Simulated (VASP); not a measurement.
# TiO2 (P4_2/mnm) in VASP: single point with PBE

Aim: the single point of TiO2 with PBE.

All numbers are computed with VASP 6.6.1; they aren't measurements. Logs are shortened: lines on timing, memory, paths and dates and some standing lists are left out, and cuts for length are marked.

### Step 1. The cell of the first run

Symmetry: P4_2/mnm, No. 136, tetragonal system. Conventional cell: a = 4.643 Å, b = 4.643 Å, c = 2.964 Å, α = 90.00°, β = 90.00°, γ = 90.00°. Within 2.6 Å of Ti (site symmetry mmm) lie 6 O at 1.96 to 2.00 Å. Within 2.6 Å of O (site symmetry m2m) lie 3 Ti at 1.96 to 2.00 Å and 1 O at 2.56 Å.

### Step 2. Single point, PBE

File INCAR:

```
SYSTEM = TiO2
PREC = Accurate ; ENCUT = 520
EDIFF = 1E-7 ; ISMEAR = 0
SIGMA = 0.02 ; LREAL = .False.
LASPH = .True. ; NELM = 100
ALGO = Normal ; ISIF = 2
LWAVE = .False. ; LCHARG = .False.
GGA = PE ; NBANDS = 33
```

File KPOINTS:

```
regular mesh
0
Gamma
  6 6 10
  0 0 0
```

File POSCAR:

```
TiO2
1.0
    4.6433175291      0.0000000000      0.0000000000
    0.0000000000      4.6433175291      0.0000000000
    0.0000000000      0.0000000000      2.9638680326
Ti O
2 4
Direct
    0.5000000000      0.5000000000      0.0000000000
    0.0000000000      0.0000000000      0.5000000000
    0.6948714507      0.6948714507      0.5000000000
    0.8051285493      0.1948714507      0.0000000000
    0.1948714507      0.8051285493      0.0000000000
    0.3051285493      0.3051285493      0.5000000000
```

Potentials or basis: VASP PAW PBE potentials, release 64 (Ti_sv, O).

Launch:

```
> cat potpaw_PBE.64/Ti_sv/POTCAR potpaw_PBE.64/O/POTCAR > POTCAR
> mpirun -np 1 vasp_std > vasp.out
```

OUTCAR:

```text
SYSTEM = TiO2
   PREC = Accurate
   ENCUT = 520
   EDIFF = 1E-7
   ISMEAR = 0
   LREAL = .False.
   LASPH = .True.
   NELM = 100
   ISIF = 2
   GGA = PE

 ion  position               nearest neighbor table
   1  0.500  0.500  0.000-   3 1.96   6 1.96   3 1.96   6 1.96   5 2.00   4 2.00
   2  0.000  0.000  0.500-   4 1.96   5 1.96   4 1.96   5 1.96   3 2.00   6 2.00
   3  0.695  0.695  0.500-   1 1.96   1 1.96   2 2.00
   4  0.805  0.195  0.000-   2 1.96   2 1.96   1 2.00
   5  0.195  0.805  0.000-   2 1.96   2 1.96   1 2.00
   6  0.305  0.305  0.500-   1 1.96   1 1.96   2 2.00

  LATTYP: Found a simple tetragonal cell.
 ALAT       =     4.6433175291
 C/A-ratio  =     0.6383082815

  Lattice vectors:

 A1 = (   4.6433175291,   0.0000000000,   0.0000000000)
 A2 = (   0.0000000000,   4.6433175291,   0.0000000000)
 A3 = (   0.0000000000,   0.0000000000,   2.9638680326)

Analysis of symmetry for initial positions (statically):
=====================================================================
 Subroutine PRICEL returns:
 Original cell was already a primitive cell.

 Routine SETGRP: Setting up the symmetry group for a
 simple tetragonal supercell.

 Subroutine GETGRP returns: Found 16 space group operations
 (whereof  8 operations were pure point group operations)
 out of a pool of 16 trial point group operations.

The static configuration has the point symmetry D_2h.
 The point group associated with its full space group is D_4h.

Analysis of symmetry for dynamics (positions and initial velocities):
=====================================================================
 Subroutine PRICEL returns:
 Original cell was already a primitive cell.

 Routine SETGRP: Setting up the symmetry group for a
 simple tetragonal supercell.

 Subroutine GETGRP returns: Found 16 space group operations
 (whereof  8 operations were pure point group operations)
 out of a pool of 16 trial point group operations.

The dynamic configuration has the point symmetry D_2h.
 The point group associated with its full space group is D_4h.

 Subroutine INISYM returns: Found 16 space group operations
 (whereof  8 operations are pure point group operations),
 and found     1 'primitive' translations

----------------------------------------------------------------------------------------

                                     Primitive cell

  volume of cell :      63.9022

  direct lattice vectors                    reciprocal lattice vectors
     4.643317529  0.000000000  0.000000000     0.215363260  0.000000000  0.000000000
     0.000000000  4.643317529  0.000000000     0.000000000  0.215363260  0.000000000
     0.000000000  0.000000000  2.963868033     0.000000000  0.000000000  0.337396938

  length of vectors
     4.643317529  4.643317529  2.963868033     0.215363260  0.215363260  0.337396938

  position of ions in fractional coordinates (direct lattice)
     0.500000000  0.500000000  0.000000000
     0.000000000  0.000000000  0.500000000
     0.694871451  0.694871451  0.500000000
     0.805128549  0.194871451  0.000000000
     0.194871451  0.805128549  0.000000000
     0.305128549  0.305128549  0.500000000

  ion indices of the primitive-cell ions
   primitive index   ion index
                 1           1
                 2           2
                 3           3
                 4           4
                 5           5
                 6           6

----------------------------------------------------------------------------------------

 KPOINTS: regular mesh

Automatic generation of k-mesh.
 Grid dimensions read from file:
 generate k-points for:    6    6   10

 Generating k-lattice:

  Cartesian coordinates                     Fractional coordinates (reciprocal lattice)
     0.035893877  0.000000000  0.000000000     0.166666667  0.000000000  0.000000000
     0.000000000  0.035893877  0.000000000     0.000000000  0.166666667  0.000000000
     0.000000000  0.000000000  0.033739694     0.000000000  0.000000000  0.100000000

  Length of vectors
     0.035893877  0.035893877  0.033739694

  Shift w.r.t. Gamma in fractional coordinates (k-lattice)
     0.000000000  0.000000000  0.000000000

 Subroutine IBZKPT returns following result:
 ===========================================

 Found     60 irreducible k-points:

 Following reciprocal coordinates:
            Coordinates               Weight
  0.000000  0.000000  0.000000      1.000000
  0.166667  0.000000  0.000000      4.000000
  0.333333  0.000000  0.000000      4.000000
  0.500000  0.000000  0.000000      2.000000
  0.166667  0.166667  0.000000      4.000000
  0.333333  0.166667  0.000000      8.000000
[... 16 lines left out ...]
  0.333333  0.000000  0.200000      8.000000
  0.500000  0.000000  0.200000      4.000000
 [... further k-points ...]
   k-points           NKPTS =     60   k-points in BZ     NKDIM =     60   number of bands    NBANDS=     33
   number of dos      NEDOS =    301   number of ions     NIONS =      6
   total plane-waves  NPLWV =  31104
   dimension x,y,z NGX =    36 NGY =   36 NGZ =   24
   dimension x,y,z NGXF=    72 NGYF=   72 NGZF=   48
   ions per type =               2   4
   NGX,Y,Z   is equivalent  to a cutoff of  12.89, 12.89, 13.46 a.u.
   NGXF,Y,Z  is equivalent  to a cutoff of  25.78, 25.78, 26.92 a.u.
 SYSTEM =  TiO2
   PREC   = accura    normal or accurate (medium, high low for compatibility)
   ISTART =      0    job   : 0-new  1-cont  2-samecut
   ICHARG =      2    charge: 1-file 2-atom 10-const
   ISPIN  =      1    spin polarized calculation?
   LNONCOLLINEAR =      F non collinear calculations
   LSORBIT =      F    spin-orbit coupling
   LASPH  =      T    aspherical Exc in radial PAW
   ENCUT  =  520.0 eV  38.22 Ry    6.18 a.u.   8.63  8.63  5.51*2*pi/ulx,y,z
   NELM   =    100;   NELMIN=  2; NELMDL= -5     # of ELM steps
   EDIFF  = 0.1E-06   stopping-criterion for ELM
   LREAL  =      F    real-space projection
   EDIFFG = 0.1E-05   stopping-criterion for IOM
   NSW    =      0    number of steps for IOM
   IBRION =     -1    ionic relax: 0-MD 1-quasi-New 2-CG
   NFREE  =      0    steps in history (QN), initial steepest desc. (CG)
   ISIF   =      2    stress and relaxation
   ISYM   =      2    0-nonsym 1-usesym 2-fastsym
   POTIM  = 0.5000    time-step for ionic-motion
   TEBEG  =    0.0;   TEEND  =   0.0 temperature during run
   PSTRESS=    0.0 pullay stress
   NELECT =      48.0000    total number of electrons
   NUPDOWN=      -1.0000    fix difference up-down
   EMIN   =  10.00;   EMAX   =-10.00  energy-range for DOS
   EFERMI =   0.00;   METHOD = LEGACY
   ISMEAR =     0;   SIGMA  =   0.02  broadening in eV -4-tet -1-fermi 0-gaus
   EFERMI_NEDOS =   21; number of points for ismear=-14 and -15
   IALGO  =     38    algorithm
   IMIX   =      4    mixing-type and parameters
     AMIX     =   0.40;   BMIX     =  1.00
     AMIX_MAG =   1.60;   BMIX_MAG =  1.00
  volume/ion in A,a.u.               =      10.65        71.87
  Fermi-wavevector in a.u.,A,eV,Ry     =   1.488161  2.812217 30.131793  2.214624
  Thomas-Fermi vector in A             =   2.601231
   LORBIT       =      0    0 simple, 1 ext, 2 COOP (PROOUT), +10 PAW based schemes
   GGA     = PE    functional components
   LHFCALC =     F    Hartree Fock is set to
   AEXX    =    0.0000 exact exchange contribution
   IVDW    =     0    specifies the selected vdW correction
   LEPSILON=     F    determine dielectric tensor
   LRPA    =     F    only Hartree local field effects (RPA)
 non-spin polarized calculation
 Gauss-broadening in eV      SIGMA  =   0.02
  energy-cutoff  :      520.00
  volume of cell :       63.90
 maximum number of plane-waves:      1748
 NGX is ok and might be reduce to    36
   NGX = 17   NGY = 17   NGZ = 11

 number of electron      48.0000021 magnetization

 Free energy of the ion-electron system (eV)
  ---------------------------------------------------
  ext. energy  EPLUGINS =         0.00000000
  ---------------------------------------------------
  free energy    TOTEN  =       -53.67621797 eV

  energy without entropy =      -53.67621797  energy(sigma->0) =      -53.67621797

 E-fermi :   4.6970     XC(G=0): -11.2846

 val. band max:        4.5767528746   @ k =   0.0000   0.0000   0.0000
 cond. band min:       6.4121129015   @ k =   0.0000   0.0000   0.0000
 fundamental gap:      1.8353600269
 Fermi energy:         4.6970165526

 k-point     1 :       0.0000    0.0000    0.0000
  band No.  band energies     occupation
      1     -52.3820      2.00000
      2     -52.3672      2.00000
      3     -28.6689      2.00000
      4     -28.6689      2.00000
      5     -28.5190      2.00000
      6     -28.5190      2.00000
[... 25 lines left out ...]
     32      11.0480      0.00000
     33      11.0492      0.00000

 k-point     2 :       0.1667    0.0000    0.0000
  band No.  band energies     occupation
      1     -52.3811      2.00000
      2     -52.3682      2.00000
      3     -28.6611      2.00000
      4     -28.6605      2.00000
      5     -28.5283      2.00000
      6     -28.5276      2.00000
[... 25 lines left out ...]
     32      10.9622      0.00000
     33      10.9799      0.00000

 k-point     3 :       0.3333    0.0000    0.0000
  band No.  band energies     occupation
      1     -52.3783      2.00000
      2     -52.3709      2.00000
      3     -28.6408      2.00000
      4     -28.6391      2.00000
      5     -28.5514      2.00000
      6     -28.5496      2.00000
[... 25 lines left out ...]
     32      10.7911      0.00000
     33      10.8252      0.00000

 k-point     4 :       0.5000    0.0000    0.0000
  band No.  band energies     occupation
      1     -52.3746      2.00000
      2     -52.3746      2.00000
      3     -28.6239      2.00000
      4     -28.6239      2.00000
      5     -28.5674      2.00000
      6     -28.5674      2.00000
[... 673 lines left out ...]
     32      10.3502      0.00000
     33      10.5647      0.00000

 k-point    23 :       0.3333    0.0000    0.2000
  band No.  band energies     occupation
      1     -52.3643      2.00000
      2     -52.3583      2.00000
      3     -28.6393      2.00000
      4     -28.6209      2.00000
      5     -28.6026      2.00000
      6     -28.5898      2.00000
[... 25 lines left out ...]
     32       9.9608      0.00000
     33      10.5653      0.00000

 k-point    24 :       0.5000    0.0000    0.2000
  band No.  band energies     occupation
      1     -52.3613      2.00000
      2     -52.3613      2.00000
      3     -28.6319      2.00000
      4     -28.6319      2.00000
      5     -28.5862      2.00000
      6     -28.5862      2.00000
[... 25 lines left out ...]
     32       9.7625      0.00000
     33      10.9150      0.00000

 [... further k-points ...]

------------------------ aborting loop because EDIFF is reached ----------------------------------------

  FORCE on cell =-STRESS in cart. coord.  units (eV):
  Direction    XX          YY          ZZ          XY          YZ          ZX
  --------------------------------------------------------------------------------------
  -------------------------------------------------------------------------------------
  Total        0.2192980      0.2192980      0.3494889     -0.0000000      0.0000000      0.0000000
  in kB        5.4983151      5.4983151      8.7625050     -0.0000000      0.0000000      0.0000000
  external PRESSURE =       6.5863784 kB  Pullay stress =       0.0000000 kB

 VOLUME and BASIS-vectors are now :
 -----------------------------------------------------------------------------
  energy-cutoff  :      520.00
  volume of cell :       63.90
      direct lattice vectors                 reciprocal lattice vectors
     4.643317529  0.000000000  0.000000000     0.215363260  0.000000000  0.000000000
     0.000000000  4.643317529  0.000000000     0.000000000  0.215363260  0.000000000
     0.000000000  0.000000000  2.963868033     0.000000000  0.000000000  0.337396938

 POSITION                                       TOTAL-FORCE (eV/Angst)
 -----------------------------------------------------------------------------------
      2.32166      2.32166      0.00000         0.000000      0.000000     -0.000000
      0.00000      0.00000      1.48193         0.000000      0.000000     -0.000000
      3.22651      3.22651      1.48193         0.020269      0.020269     -0.000000
      3.73847      0.90485      0.00000        -0.020269      0.020269     -0.000000
      0.90485      3.73847      0.00000         0.020269     -0.020269     -0.000000
      1.41681      1.41681      1.48193        -0.020269     -0.020269      0.000000
 -----------------------------------------------------------------------------------
    total drift:                                0.000000      0.000000     -0.000000

  FREE ENERGIE OF THE ION-ELECTRON SYSTEM (eV)
  ---------------------------------------------------
  free  energy   TOTEN  =       -53.6762179679 eV

  energy  without entropy=      -53.6762179679  energy(sigma->0) =      -53.67621797
```

It took 3 min on 1 thread of Intel Xeon Platinum 8259CL at 2.50GHz (Skylake/Cascade Lake), shared host; peak memory 0.23 GiB.

Results:

* Free energy: -53.6762 eV
* Pressure: 0.7 GPa
* Largest force: 0.029 eV/Å
* Band gap on the k mesh: 1.84 eV, direct

Forces on the atoms (eV/Å):
```
Ti   0.000  0.000  0.000
Ti   0.000  0.000  0.000
O    0.020  0.020  0.000
O   -0.020  0.020  0.000
O    0.020 -0.020  0.000
O   -0.020 -0.020  0.000
```

Levels at points of the mesh, in eV from the valence-band top:
```csv
k point,band 21,band 22,band 23,band 24,band 25,band 26,band 27,band 28
"(0.00, 0.00, 0.00)",-0.67,-0.43,-0.43,0.00,1.84,2.12,2.39,2.47
"(0.50, 0.00, 0.00)",-1.55,-1.55,-0.71,-0.71,2.48,2.48,2.95,2.95
"(0.50, 0.50, 0.00)",-1.24,-1.24,-1.04,-1.04,1.87,1.87,2.48,2.48
"(0.00, 0.00, 0.50)",-2.23,-2.23,-1.40,-1.40,2.88,2.88,3.14,3.14
"(0.50, 0.00, 0.50)",-1.99,-1.99,-0.98,-0.98,1.88,1.88,3.16,3.16
"(0.50, 0.50, 0.50)",-1.21,-1.21,-0.67,-0.67,2.53,2.53,3.15,3.15
```
